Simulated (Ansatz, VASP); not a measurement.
# Ga in VASP and in Ansatz

```
Ga
1.0
     2.20692   -3.74702    0.00000
     2.20692    3.74702    0.00000
     0.00000    0.00000    4.43985
Ga
4
Direct
  0.34398 0.65602 0.58409
  0.65602 0.34398 0.41591
  0.84398 0.15602 0.91591
  0.15602 0.84398 0.08409
```

Alike in both runs: functional LDA; k mesh 12 × 12 × 10; occupations gaussian, width 0.05 eV; no spin polarisation.

Ansatz relaxed the structure, and its values are those at the end. VASP's run is a single point on that final structure, the one shown.

|  | VASP | Ansatz |
| --- | --- | --- |
| version | VASP 6.6.1 | Ansatz 0.2.0 |
| potentials or method | VASP PAW LDA potentials, release 64 (Ga_d), cutoff 520 eV | scalar-relativistic, plane waves, PAW |
| valence electrons in the cell | 52 | 52 |

|  | VASP | Ansatz | Ansatz less VASP |
| --- | --- | --- | --- |
| pressure (GPa) | 0.2 | 0.0 | -0.20 |

LDA's correlation is that of Perdew and Zunger in VASP and of Perdew and Wang (1992) in Ansatz.
